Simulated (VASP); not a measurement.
# SnTe in VASP: notebook, part 2 of 2

VASP 6.6.1. The steps go on from the part before.

## Step 3: Single point, LDA (atoms displaced along a vibrational mode, the cell strained)

INCAR reads:

```
SYSTEM = SnTe
ALGO     = Normal         ! electronic algorithm
EDIFF    = 1E-7           ! SCF threshold, eV
ENCUT    = 520            ! plane-wave cutoff, eV
ISIF     = 2              ! what is computed and relaxed
ISMEAR   = 0              ! smearing method
LASPH    = .True.         ! aspherical terms in the spheres
LCHARG   = .False.        ! write CHGCAR
LREAL    = .False.        ! projectors in reciprocal space
LWAVE    = .False.        ! write WAVECAR
NBANDS   = 17             ! bands
NELM     = 100            ! most SCF steps
PREC     = Accurate       ! precision mode
SIGMA    = 0.03           ! smearing width, eV
```

KPOINTS reads:

```
k-points
0
Gamma
  10 10 10
  0 0 0
```

POSCAR reads:

```
SnTe
1.0
    0.0000000000      3.0094092235      3.3368578955
    3.0094092235      0.0000000000      3.3368578955
    3.0094092235      3.0094092235      0.0000000000
Sn Te
1 1
Direct
    0.0090907377     -0.0090907377     -0.0090907377
    0.4915426217      0.5084573783      0.5084573783
```

Potentials or basis: VASP PAW LDA potentials, release 64 (Sn_d, Te).

The run is started by

```console
$ cat potpaw_LDA.64/Sn_d/POTCAR potpaw_LDA.64/Te/POTCAR > POTCAR
$ mpirun -np 1 vasp_std > vasp.out
```

OUTCAR:

```text
SYSTEM = SnTe
   EDIFF = 1E-7
   ENCUT = 520
   ISIF = 2
   ISMEAR = 0
   LASPH = .True.
   LREAL = .False.
   NELM = 100
   PREC = Accurate

 ion  position               nearest neighbor table
   1  0.009  0.991  0.991-   2 2.90   2 3.01   2 3.01   2 3.12   2 3.34   2 3.34
   2  0.492  0.508  0.508-   1 2.90   1 3.01   1 3.01   1 3.12   1 3.34   1 3.34

  LATTYP: Found a body centered tetragonal cell.
 ALAT       =     4.2559473386
 C/A-ratio  =     1.5680917220

  Lattice vectors:

 A1 = (  -3.0094092235,   0.0000000000,   3.3368578955)
 A2 = (   3.0094092235,   0.0000000000,   3.3368578955)
 A3 = (   0.0000000000,   3.0094092235,  -3.3368578955)

Analysis of symmetry for initial positions (statically):
=====================================================================
 Subroutine PRICEL returns:
 Original cell was already a primitive cell.

 Routine SETGRP: Setting up the symmetry group for a
 body centered tetragonal supercell.

 Subroutine GETGRP returns: Found  4 space group operations
 (whereof  4 operations were pure point group operations)
 out of a pool of 16 trial point group operations.

The static configuration has the point symmetry C_2v.

Analysis of symmetry for dynamics (positions and initial velocities):
=====================================================================
 Subroutine PRICEL returns:
 Original cell was already a primitive cell.

 Routine SETGRP: Setting up the symmetry group for a
 body centered tetragonal supercell.

 Subroutine GETGRP returns: Found  4 space group operations
 (whereof  4 operations were pure point group operations)
 out of a pool of 16 trial point group operations.

The dynamic configuration has the point symmetry C_2v.

 Subroutine INISYM returns: Found  4 space group operations
 (whereof  4 operations are pure point group operations),
 and found     1 'primitive' translations

----------------------------------------------------------------------------------------
[... 112 lines left out ...]
     AMIX     =   0.40;   BMIX     =  1.00
     AMIX_MAG =   1.60;   BMIX_MAG =  1.00
  volume/ion in A,a.u.               =      30.22       203.94
  Fermi-wavevector in a.u.,A,eV,Ry     =   1.132335  2.139802 17.445139  1.282182
  Thomas-Fermi vector in A             =   2.269035
   LORBIT       =      0    0 simple, 1 ext, 2 COOP (PROOUT), +10 PAW based schemes
   GGA     = CA    functional components
   LHFCALC =     F    Hartree Fock is set to
   AEXX    =    0.0000 exact exchange contribution
   IVDW    =     0    specifies the selected vdW correction
   LEPSILON=     F    determine dielectric tensor
   LRPA    =     F    only Hartree local field effects (RPA)
 non-spin polarized calculation
 Gauss-broadening in eV      SIGMA  =   0.03
  energy-cutoff  :      520.00
  volume of cell :       60.44
 maximum number of plane-waves:      1645
 NGX is ok and might be reduce to    36
   NGX = 17   NGY = 17   NGZ = 15

 number of electron      20.0000001 magnetization

 Free energy of the ion-electron system (eV)
  ---------------------------------------------------
  ext. energy  EPLUGINS =         0.00000000
  ---------------------------------------------------
  free energy    TOTEN  =        -8.65579960 eV

  energy without entropy =       -8.65565902  energy(sigma->0) =       -8.65572931

 E-fermi :   7.1467     XC(G=0):  -9.8749

 val. band max:        7.0851077655   @ k =  -0.4000   0.1000   0.2000
 cond. band min:       7.1467862150   @ k =  -0.3000   0.1000   0.0000
 fundamental gap:      0.0616784494
 Fermi energy:         7.1467260512

 k-point     1 :       0.0000    0.0000    0.0000
  band No.  band energies     occupation
      1     -14.6401      2.00000
      2     -14.6167      2.00000
      3     -14.6146      2.00000
      4     -14.6112      2.00000
      5     -14.5967      2.00000
      6      -5.9802      2.00000
[... 457 lines left out ...]
      4     -14.6069      2.00000
      5     -14.5982      2.00000
      6      -4.9969      2.00000
[... 9 lines left out ...]
     16      16.1674      0.00000
     17      16.7165      0.00000

 [... further k-points ...]

------------------------ aborting loop because EDIFF is reached ----------------------------------------

  FORCE on cell =-STRESS in cart. coord.  units (eV):
  Direction    XX          YY          ZZ          XY          YZ          ZX
  --------------------------------------------------------------------------------------
  -------------------------------------------------------------------------------------
  Total        2.2590856      2.0839010     -2.4213204      0.0000000      0.0000000      0.0000000
  in kB       59.8843111     55.2404811    -64.1848653      0.0000000      0.0000000      0.0000000
  external PRESSURE =      16.9799756 kB  Pullay stress =       0.0000000 kB

 VOLUME and BASIS-vectors are now :
 -----------------------------------------------------------------------------
  energy-cutoff  :      520.00
  volume of cell :       60.44
      direct lattice vectors                 reciprocal lattice vectors
     0.000000000  3.009409224  3.336857896    -0.166145566  0.166145566  0.149841562
     3.009409224  0.000000000  3.336857896     0.166145566 -0.166145566  0.149841562
     3.009409224  3.009409224  0.000000000     0.166145566  0.166145566 -0.149841562

 POSITION                                       TOTAL-FORCE (eV/Angst)
 -----------------------------------------------------------------------------------
      5.96410      3.00941      3.33686         0.184578      0.000000      0.000000
      3.06031      3.00941      3.33686        -0.184578      0.000000      0.000000
 -----------------------------------------------------------------------------------
    total drift:                               -0.000022     -0.000016      0.000018

  FREE ENERGIE OF THE ION-ELECTRON SYSTEM (eV)
  ---------------------------------------------------
  free  energy   TOTEN  =        -8.6557996026 eV

  energy  without entropy=       -8.6556590233  energy(sigma->0) =       -8.65572931
```

OSZICAR:

```text
N       E                     dE             d eps       ncg     rms          rms(c)
DAV:   1     0.128439794213E+03    0.12844E+03   -0.95451E+03  5878   0.138E+03
DAV:   2     0.327533900874E+01   -0.12516E+03   -0.12192E+03  6241   0.339E+02
DAV:   3    -0.836867107570E+01   -0.11644E+02   -0.11562E+02  7331   0.911E+01
DAV:   4    -0.870695117105E+01   -0.33828E+00   -0.33801E+00  7003   0.162E+01
DAV:   5    -0.872036520715E+01   -0.13414E-01   -0.13414E-01  8541   0.310E+00    0.555E+00
DAV:   6    -0.866344819960E+01    0.56917E-01   -0.10327E-01  8030   0.226E+00    0.345E+00
DAV:   7    -0.865680725901E+01    0.66409E-02   -0.44812E-02  7497   0.116E+00    0.659E-01
DAV:   8    -0.865577844324E+01    0.10288E-02   -0.74277E-03  7446   0.658E-01    0.174E-01
DAV:   9    -0.865581133501E+01   -0.32892E-04   -0.55640E-04  7396   0.191E-01    0.507E-02
DAV:  10    -0.865579959094E+01    0.11744E-04   -0.55164E-05  7570   0.602E-02    0.238E-02
DAV:  11    -0.865580005915E+01   -0.46822E-06   -0.15623E-05  7647   0.334E-02    0.125E-02
DAV:  12    -0.865579961557E+01    0.44359E-06   -0.20629E-06  7474   0.131E-02    0.613E-03
DAV:  13    -0.865579960263E+01    0.12936E-07   -0.27078E-07  6442   0.373E-03
   1 F= -.86557996E+01 E0= -.86557293E+01  d E =-.140579E-03
```

Run time: 4.7 min. Hardware: 1 thread of Intel Xeon 8259CL, shared host; peak memory 0.3 GiB.

What came out:

```
Free energy            : -8.6558 eV
Pressure               : 1.7 GPa
Largest force          : 0.185 eV/Å
Band gap on the k mesh : zero (bands 10 and 11 overlap by 0.23 eV)
```

Forces in eV/Å, atoms in the order of the input:
```
Sn   0.185  0.000  0.000
Te  -0.185  0.000  0.000
```

Caveat: the cell differs from its parent crystal (atoms displaced along a vibrational mode, the cell strained); the stress differs along the axes, from -6 to 6 GPa; semilocal functionals underestimate gaps, and a narrow one can read as zero; spin-orbit coupling is left out, which moves the levels of the heavy elements.

The gap in the log of VASP goes by the Fermi energy; the results here count the filled bands.